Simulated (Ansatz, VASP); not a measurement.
# Te2I3 in VASP and in Ansatz

```
Te I
1.0
     4.42921    2.55721    3.19667
    -4.42921    2.55721    3.19667
     0.00000   -5.11441    3.19667
Te I
2 3
Direct
  0.33106 0.33106 0.33106
  0.66894 0.66894 0.66894
  0.50000 0.00000 0.00000
  0.00000 0.50000 0.00000
  0.00000 0.00000 0.50000
```

Change from the starting cell: species swapped into the Ni3Se2 type (R32, No. 155).

Alike in both runs: functional PBE; k mesh 6 × 6 × 6; occupations gaussian, width 0.1 eV; no spin polarisation.

Ansatz relaxed the structure, and its values are those at the end. VASP's run is a single point on that final structure, the one shown.

|  | VASP | Ansatz |
| --- | --- | --- |
| version | VASP 6.6.1 | Ansatz 0.2.0 |
| potentials or method | VASP PAW PBE potentials, release 64 (Te, I), cutoff 520 eV | scalar-relativistic, plane waves, PAW |
| valence electrons in the cell | 33 | 83 |

VASP gave:

```
gap on the k mesh at the Fermi level (eV) : none
pressure (GPa)                            : 0.0
rms of the force components (eV/Å)        : 0.003
```

Task: Estimate Ansatz's values.

Result: gap on the k mesh at the Fermi level (eV): none; pressure (GPa): 0.0; rms of the force components (eV/Å): 0.001.

A gap of «none» marks a metal or a gap that the smearing closes. VASP's potentials hold 33 valence electrons a cell and Ansatz's 83, so a difference there can come from the potentials and not from the codes.

Neither program's run includes spin-orbit coupling.
